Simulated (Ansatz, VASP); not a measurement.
# Tl in VASP and in Ansatz

Contents of INCAR:

```
SYSTEM = Tl
PREC     = Accurate       ! precision mode
ENCUT    = 520            ! plane-wave cutoff, eV
EDIFF    = 1E-7           ! SCF threshold, eV
ISMEAR   = -1             ! smearing method
SIGMA    = 0.05           ! smearing width, eV
LREAL    = .FALSE.        ! projectors in reciprocal space
LASPH    = .TRUE.         ! aspherical terms in the spheres
NELM     = 60             ! most SCF steps
ALGO     = Normal         ! electronic algorithm
ISIF     = 2              ! what is computed and relaxed
LWAVE    = .FALSE.        ! write WAVECAR
LCHARG   = .TRUE.         ! write CHGCAR
GGA      = PS             ! functional
LELF     = .TRUE.         ! ELF
LVHAR    = .TRUE.       
NBANDS   = 20             ! bands
```

Contents of KPOINTS:

```
regular mesh
0
G
  17 17 9
  0 0 0
```

File POSCAR:

```
Tl
1.0
    3.4593843562      0.0000000000      0.0000000000
   -1.7296921781      2.9959147340      0.0000000000
    0.0000000000      0.0000000000      5.5206385324
Tl
2
Direct
    0.3333333333      0.6666666667      0.2500000000
    0.6666666667      0.3333333333      0.7500000000
```

Input for Ansatz:

```yaml
crystal:
  lattice:
    - [3.4593843562, 0.0, 0.0]
    - [-1.7296921781, 2.995914734, 0.0]
    - [0.0, 0.0, 5.5206385324]
  atoms:
    - { symbol: Tl, position: [0.3333333333, 0.6666666667, 0.25] }
    - { symbol: Tl, position: [0.6666666667, 0.3333333333, 0.75] }
kpoints:
  mp_grid: { grid: [17, 17, 9] }
scf:
  occupations: { method: fermi_dirac, width: 0.05 }
hamiltonian:
  xc: pbesol
  pseudopotentials: { kind: paw }
output:
  forces: true
  stress: true
  eigenvalues: true
  write_density: true
  write_potential: true
  elf: true
  volumetric_format: npy
```

Alike in both runs: task single point; functional PBEsol; k mesh 17 × 17 × 9; occupations fermi-dirac, width 0.05 eV; no spin polarisation.

|  | VASP | Ansatz |
| --- | --- | --- |
| version | VASP 6.6.1 | Ansatz 0.2.0 |
| potentials or method | VASP PAW PBE potentials, release 64 (Tl_d) | PAW with Ansatz's default frozen-core files, scalar-relativistic |
| plane-wave cutoff (eV) | 520 | 420 |
| valence electrons in the cell | 26 | 26 |

```csv
,VASP,Ansatz,Ansatz less VASP
pressure (GPa),-0.1,0.0,+0.07
```

VASP's potentials were made for PBE, not for PBEsol.

Neither program's run includes spin-orbit coupling.
